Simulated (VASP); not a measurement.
# Zr (P6_3/mmc) in VASP: notebook

Runs on Zr. Level: r2SCAN. Tasks: single point.

All numbers are computed with VASP 6.6.1; they aren't measurements. Logs are shortened: lines on timing, memory, paths and dates and some standing lists are left out, and cuts for length are marked.

## (1) The cell of the first run

It takes space group P6_3/mmc (No. 194, hexagonal). The conventional cell has a = 3.245 Å, b = 3.245 Å, c = 5.157 Å, α = 90.00°, β = 90.00°, γ = 120.00°. Within 4.2 Å of Zr (site symmetry -6m2) lie 12 Zr at 3.19 to 3.24 Å.

## (2) Single point, r2SCAN

POSCAR reads:

```
Zr
1.0
    3.2445832200      0.0000000000      0.0000000000
   -1.6222916100      2.8098914932      0.0000000000
    0.0000000000      0.0000000000      5.1573641137
Zr
2
Direct
    0.3333333333      0.6666666667      0.2500000000
    0.6666666667      0.3333333333      0.7500000000
```

INCAR.step1 reads:

```
SYSTEM = Zr
ALGO = Normal
EDIFF = 1E-4
ENCUT = 520
GGA = PE
ISMEAR = 0
LASPH = .True.
LCHARG = .False.
LREAL = .False.
LWAVE = .True.
NBANDS = 19
NELM = 100
PREC = Accurate
SIGMA = 0.3
```

INCAR.step2 reads:

```
SYSTEM = Zr
ALGO = Normal
EDIFF = 1E-6
ENCUT = 520
ISIF = 2
ISMEAR = 0
ISTART = 1
LASPH = .True.
LCHARG = .False.
LMIXTAU = .True.
LREAL = .False.
LWAVE = .False.
METAGGA = R2SCAN
NBANDS = 19
NELM = 100
PREC = Accurate
SIGMA = 0.3
```

KPOINTS reads:

```
k-points
0
Gamma
  11 11 6
  0 0 0
```

Potentials or basis: VASP PAW PBE potentials, release 64 (Zr_sv).

Started as:

```sh
$ cat potpaw_PBE.64/Zr_sv/POTCAR > POTCAR
$ cp INCAR.step1 INCAR
$ mpirun -np 1 vasp_std > vasp.out
$ cp INCAR.step2 INCAR
$ mpirun -np 1 vasp_std > vasp.out
```

OUTCAR:

```text
SYSTEM = Zr
   EDIFF = 1E-6
   ENCUT = 520
   ISIF = 2
   ISMEAR = 0
   ISTART = 1
   LASPH = .True.
   LREAL = .False.
   METAGGA = R2SCAN
   NELM = 100
   PREC = Accurate

 ion  position               nearest neighbor table
   1  0.333  0.667  0.250-   2 3.19   2 3.19   2 3.19   2 3.19   2 3.19   2 3.19
   2  0.667  0.333  0.750-   1 3.19   1 3.19   1 3.19   1 3.19   1 3.19   1 3.19

  LATTYP: Found a hexagonal cell.
 ALAT       =     3.2445832200
 C/A-ratio  =     1.5895305387

  Lattice vectors:

 A1 = (   3.2445832200,   0.0000000000,   0.0000000000)
 A2 = (  -1.6222916100,   2.8098914932,   0.0000000000)
 A3 = (   0.0000000000,   0.0000000000,   5.1573641137)

Analysis of symmetry for initial positions (statically):
=====================================================================
 Subroutine PRICEL returns:
 Original cell was already a primitive cell.

 Routine SETGRP: Setting up the symmetry group for a
 hexagonal supercell.

 Subroutine GETGRP returns: Found 24 space group operations
 (whereof 12 operations were pure point group operations)
 out of a pool of 24 trial point group operations.

The static configuration has the point symmetry D_3d.
 The point group associated with its full space group is D_6h.

Analysis of symmetry for dynamics (positions and initial velocities):
=====================================================================
 Subroutine PRICEL returns:
 Original cell was already a primitive cell.

 Routine SETGRP: Setting up the symmetry group for a
 hexagonal supercell.

 Subroutine GETGRP returns: Found 24 space group operations
 (whereof 12 operations were pure point group operations)
 out of a pool of 24 trial point group operations.

The dynamic configuration has the point symmetry D_3d.
 The point group associated with its full space group is D_6h.

 Subroutine INISYM returns: Found 24 space group operations
 (whereof 12 operations are pure point group operations),
 and found     1 'primitive' translations

----------------------------------------------------------------------------------------

                                     Primitive cell

  volume of cell :      47.0193

  direct lattice vectors                    reciprocal lattice vectors
     3.244583220  0.000000000  0.000000000     0.308205995  0.177942814  0.000000000
    -1.622291610  2.809891493  0.000000000     0.000000000  0.355885628  0.000000000
     0.000000000  0.000000000  5.157364114     0.000000000  0.000000000  0.193897498

  length of vectors
     3.244583220  3.244583220  5.157364114     0.355885628  0.355885628  0.193897498

  position of ions in fractional coordinates (direct lattice)
     0.333333333  0.666666667  0.250000000
     0.666666667  0.333333333  0.750000000

  ion indices of the primitive-cell ions
   primitive index   ion index
                 1           1
                 2           2

----------------------------------------------------------------------------------------

 KPOINTS: k-points

Automatic generation of k-mesh.
 Grid dimensions read from file:
 generate k-points for:   11   11    6

 Generating k-lattice:

  Cartesian coordinates                     Fractional coordinates (reciprocal lattice)
     0.028018727  0.016176619  0.000000000     0.090909091  0.000000000  0.000000000
     0.000000000  0.032353239  0.000000000     0.000000000  0.090909091  0.000000000
     0.000000000  0.000000000  0.032316250     0.000000000  0.000000000  0.166666667

  Length of vectors
     0.032353239  0.032353239  0.032316250

  Shift w.r.t. Gamma in fractional coordinates (k-lattice)
     0.000000000  0.000000000  0.000000000

 Subroutine IBZKPT returns following result:
 ===========================================

 Found     64 irreducible k-points:

 Following reciprocal coordinates:
            Coordinates               Weight
  0.000000  0.000000  0.000000      1.000000
  0.090909  0.000000  0.000000      6.000000
  0.181818  0.000000  0.000000      6.000000
  0.272727  0.000000  0.000000      6.000000
  0.363636  0.000000  0.000000      6.000000
  0.454545  0.000000  0.000000      6.000000
[... 16 lines left out ...]
  0.090909  0.090909  0.166667     12.000000
  0.181818  0.090909  0.166667     24.000000
 [... further k-points ...]
   k-points           NKPTS =     64   k-points in BZ     NKDIM =     64   number of bands    NBANDS=     19
   number of dos      NEDOS =    301   number of ions     NIONS =      2
   total plane-waves  NPLWV =  23040
   dimension x,y,z NGX =    24 NGY =   24 NGZ =   40
   dimension x,y,z NGXF=    48 NGYF=   48 NGZF=   80
   ions per type =               2
   NGX,Y,Z   is equivalent  to a cutoff of  12.30, 12.30, 12.89 a.u.
   NGXF,Y,Z  is equivalent  to a cutoff of  24.59, 24.59, 25.79 a.u.
 SYSTEM =  Zr
   PREC   = accura    normal or accurate (medium, high low for compatibility)
   ISTART =      1    job   : 0-new  1-cont  2-samecut
   ICHARG =      0    charge: 1-file 2-atom 10-const
   ISPIN  =      1    spin polarized calculation?
   LNONCOLLINEAR =      F non collinear calculations
   LSORBIT =      F    spin-orbit coupling
   LASPH  =      T    aspherical Exc in radial PAW
   ENCUT  =  520.0 eV  38.22 Ry    6.18 a.u.   6.03  6.03  9.59*2*pi/ulx,y,z
   NELM   =    100;   NELMIN=  2; NELMDL=  0     # of ELM steps
   EDIFF  = 0.1E-05   stopping-criterion for ELM
   LREAL  =      F    real-space projection
   EDIFFG = 0.1E-04   stopping-criterion for IOM
   NSW    =      0    number of steps for IOM
   IBRION =     -1    ionic relax: 0-MD 1-quasi-New 2-CG
   NFREE  =      0    steps in history (QN), initial steepest desc. (CG)
   ISIF   =      2    stress and relaxation
   ISYM   =      2    0-nonsym 1-usesym 2-fastsym
   POTIM  = 0.5000    time-step for ionic-motion
   TEBEG  =    0.0;   TEEND  =   0.0 temperature during run
   PSTRESS=    0.0 pullay stress
   NELECT =      24.0000    total number of electrons
   NUPDOWN=      -1.0000    fix difference up-down
   EMIN   =  10.00;   EMAX   =-10.00  energy-range for DOS
   EFERMI =   0.00;   METHOD = LEGACY
   ISMEAR =     0;   SIGMA  =   0.30  broadening in eV -4-tet -1-fermi 0-gaus
   EFERMI_NEDOS =   21; number of points for ismear=-14 and -15
   IALGO  =     38    algorithm
   IMIX   =      4    mixing-type and parameters
     AMIX     =   0.40;   BMIX     =  1.00
     AMIX_MAG =   1.60;   BMIX_MAG =  1.00
  volume/ion in A,a.u.               =      23.51       158.65
  Fermi-wavevector in a.u.,A,eV,Ry     =   1.308338  2.472400 23.289736  1.711747
  Thomas-Fermi vector in A             =   2.439011
   LORBIT       =      0    0 simple, 1 ext, 2 COOP (PROOUT), +10 PAW based schemes
   METAGGA = R2SCAN    functional components
   LHFCALC =     F    Hartree Fock is set to
   AEXX    =    0.0000 exact exchange contribution
   IVDW    =     0    specifies the selected vdW correction
   LEPSILON=     F    determine dielectric tensor
   LRPA    =     F    only Hartree local field effects (RPA)
 non-spin polarized calculation
 Gauss-broadening in eV      SIGMA  =   0.30
  energy-cutoff  :      520.00
  volume of cell :       47.02
 maximum number of plane-waves:      1292
   NGX = 13   NGY = 13   NGZ = 19

 number of electron      24.0000001 magnetization

 Free energy of the ion-electron system (eV)
  ---------------------------------------------------
  ext. energy  EPLUGINS =         0.00000000
  ---------------------------------------------------
  free energy    TOTEN  =       -45.53923537 eV

  energy without entropy =      -45.45739688  energy(sigma->0) =      -45.49831613

 E-fermi :   8.9036     XC(G=0): -11.9018

 val. band max:        8.8997074752   @ k =   0.0909   0.0909   0.0000
 cond. band min:       8.9192113338   @ k =   0.0909   0.0909   0.1667
 fundamental gap:      0.0195038586
 Fermi energy:         8.9036497141

 k-point     1 :       0.0000    0.0000    0.0000
  band No.  band energies     occupation
      1     -41.6388      2.00000
      2     -41.4773      2.00000
      3     -19.4806      2.00000
      4     -18.5920      2.00000
      5     -18.5920      2.00000
      6     -18.4497      2.00000
[... 11 lines left out ...]
     18      11.2935      0.00000
     19      13.6060      0.00000

 k-point     2 :       0.0909    0.0000    0.0000
  band No.  band energies     occupation
      1     -41.6291      2.00000
      2     -41.4734      2.00000
      3     -19.4547      2.00000
      4     -18.6484      2.00000
      5     -18.6105      2.00000
      6     -18.5081      2.00000
[... 11 lines left out ...]
     18      11.0850      0.00000
     19      13.7586      0.00000

 k-point     3 :       0.1818    0.0000    0.0000
  band No.  band energies     occupation
      1     -41.6025      2.00000
      2     -41.4634      2.00000
      3     -19.3810      2.00000
      4     -18.7999      2.00000
      5     -18.6598      2.00000
      6     -18.6581      2.00000
[... 11 lines left out ...]
     18      11.4435      0.00000
     19      14.0517      0.00000

 k-point     4 :       0.2727    0.0000    0.0000
  band No.  band energies     occupation
      1     -41.5655      2.00000
      2     -41.4522      2.00000
      3     -19.2721      2.00000
      4     -18.9982      2.00000
      5     -18.8485      2.00000
      6     -18.7173      2.00000
[... 11 lines left out ...]
     18      12.3429      0.00000
     19      14.2953      0.00000

 k-point     5 :       0.3636    0.0000    0.0000
  band No.  band energies     occupation
      1     -41.5279      2.00000
      2     -41.4452      2.00000
      3     -19.1793      2.00000
      4     -19.1492      2.00000
      5     -19.0138      2.00000
      6     -18.7694      2.00000
[... 11 lines left out ...]
     18      13.3823      0.00000
     19      14.4393      0.00000
[... 334 lines left out ...]
      2     -41.4508      2.00000
      3     -19.2715      2.00000
      4     -19.0891      2.00000
      5     -18.9891      2.00000
      6     -18.7541      2.00000
[... 11 lines left out ...]
     18      13.1679      0.00000
     19      14.2753      0.00000

 k-point    22 :       0.4545    0.0000    0.1667
  band No.  band energies     occupation
      1     -41.4979      2.00000
      2     -41.4486      2.00000
      3     -19.3376      2.00000
      4     -19.1695      2.00000
      5     -18.9602      2.00000
      6     -18.7835      2.00000
[... 11 lines left out ...]
     18      14.3817      0.00000
     19      14.4106      0.00000

 k-point    23 :       0.0909    0.0909    0.1667
  band No.  band energies     occupation
      1     -41.6014      2.00000
      2     -41.4763      2.00000
      3     -19.3543      2.00000
      4     -18.7223      2.00000
      5     -18.6920      2.00000
      6     -18.6169      2.00000
[... 11 lines left out ...]
     18      11.5803      0.00000
     19      13.9000      0.00000

 k-point    24 :       0.1818    0.0909    0.1667
  band No.  band energies     occupation
      1     -41.5709      2.00000
      2     -41.4642      2.00000
      3     -19.2880      2.00000
      4     -18.8800      2.00000
      5     -18.8349      2.00000
      6     -18.6824      2.00000
[... 11 lines left out ...]
     18      12.1792      0.00000
     19      14.0243      0.00000

 [... further k-points ...]
[... 5 lines left out ...]
  --------------------------------------------------------------------------------------
  -------------------------------------------------------------------------------------
  Total        0.0087211      0.0087211      0.0071181      0.0000000      0.0000000      0.0000000
  in kB        0.2971713      0.2971713      0.2425483      0.0000000      0.0000000      0.0000000
  external PRESSURE =       0.2789636 kB  Pullay stress =       0.0000000 kB

 VOLUME and BASIS-vectors are now :
 -----------------------------------------------------------------------------
  energy-cutoff  :      520.00
  volume of cell :       47.02
      direct lattice vectors                 reciprocal lattice vectors
     3.244583220  0.000000000  0.000000000     0.308205995  0.177942814  0.000000000
    -1.622291610  2.809891493  0.000000000     0.000000000  0.355885628  0.000000000
     0.000000000  0.000000000  5.157364114     0.000000000  0.000000000  0.193897498

 POSITION                                       TOTAL-FORCE (eV/Angst)
 -----------------------------------------------------------------------------------
     -0.00000      1.87326      1.28934         0.000000     -0.000000      0.000000
      1.62229      0.93663      3.86802        -0.000000      0.000000      0.000000
 -----------------------------------------------------------------------------------
    total drift:                               -0.000000      0.000000     -0.000000

  FREE ENERGIE OF THE ION-ELECTRON SYSTEM (eV)
  ---------------------------------------------------
  free  energy   TOTEN  =       -45.5392353745 eV

  energy  without entropy=      -45.4573968800  energy(sigma->0) =      -45.49831613
```

It took 2.7 min on 1 thread of Intel Xeon 8259CL, shared host; peak memory 0.2 GiB.

Results:

```yaml
Free_energy: -45.5392 eV
Pressure: 0.0 GPa
Band_gap_on_the_k_mesh: zero (bands 12 and 13 overlap by 1.14 eV)
```

Levels at points of the mesh, in eV from the Fermi level:
| k point | band 8 | band 9 | band 10 | band 11 | band 12 | band 13 | band 14 | band 15 | band 16 | band 17 |
| --- | --- | --- | --- | --- | --- | --- | --- | --- | --- | --- |
| (0.00, 0.00, 0.00) | -27.35 | -5.97 | -3.14 | 1.00 | 1.00 | 1.04 | 1.18 | 1.74 | 1.74 | 2.39 |
| (0.00, 0.00, 0.50) | -27.42 | -4.17 | -4.17 | 0.07 | 0.07 | 0.92 | 0.92 | 0.92 | 0.92 | 4.24 |

Caveat: so wide a smearing shifts energies and pressures; the PAW data sets were made with another functional, which shifts forces and pressure a little.

## (3) Single point, r2SCAN

POSCAR is that of step 2.

INCAR.step1 reads:

```
  PREC = Accurate
  ENCUT = 520
  ISMEAR = 0
  SIGMA = 0.6
  LREAL = False
  LASPH = True
  NELM = 60
  NBANDS = 19
  GGA = PE
  ALGO = Normal
  EDIFF = 1E-4
  LWAVE = True
  LCHARG = False
```

INCAR.step2 reads:

```
  PREC = Accurate
  ENCUT = 520
  EDIFF = 1E-6
  ISMEAR = 0
  SIGMA = 0.6
  LREAL = False
  LASPH = True
  NELM = 60
  ALGO = Normal
  ISIF = 2
  LWAVE = False
  LCHARG = False
  METAGGA = R2SCAN
  LMIXTAU = True
  NBANDS = 19
  ISTART = 1
```

KPOINTS reads:

```
Automatic mesh
0
Gamma
  11 11 6
```

Potentials or basis: VASP PAW PBE potentials, release 64 (Zr_sv).

Started as:

```sh
$ cat potpaw_PBE.64/Zr_sv/POTCAR > POTCAR
$ cp INCAR.step1 INCAR
$ mpirun -np 1 vasp_std > vasp.out
$ cp INCAR.step2 INCAR
$ mpirun -np 1 vasp_std > vasp.out
```

Run time: 2.8 min. Hardware: 1 thread of Intel Xeon 8259CL, shared host; peak memory 0.19 GiB.

Results (log left out):

- Free energy: -45.6752 eV
- Pressure: 0.5 GPa
- Band gap on the k mesh: zero (bands 12 and 13 overlap by 1.14 eV)

Stress tensor (GPa, compression positive):
```
0.22 0.00 0.00
0.00 0.22 0.00
0.00 0.00 1.05
```

Levels at points of the mesh, in eV from the Fermi level:
| k point | band 8 | band 9 | band 10 | band 11 | band 12 | band 13 | band 14 | band 15 | band 16 | band 17 |
| --- | --- | --- | --- | --- | --- | --- | --- | --- | --- | --- |
| (0.00, 0.00, 0.00) | -27.28 | -5.92 | -3.10 | 1.05 | 1.05 | 1.09 | 1.24 | 1.79 | 1.79 | 2.45 |
| (0.00, 0.00, 0.50) | -27.37 | -4.13 | -4.13 | 0.12 | 0.12 | 0.97 | 0.97 | 0.97 | 0.97 | 4.29 |

Caveat: so wide a smearing shifts energies and pressures; the PAW data sets were made with another functional, which shifts forces and pressure a little.

[end of part 1 of 2]
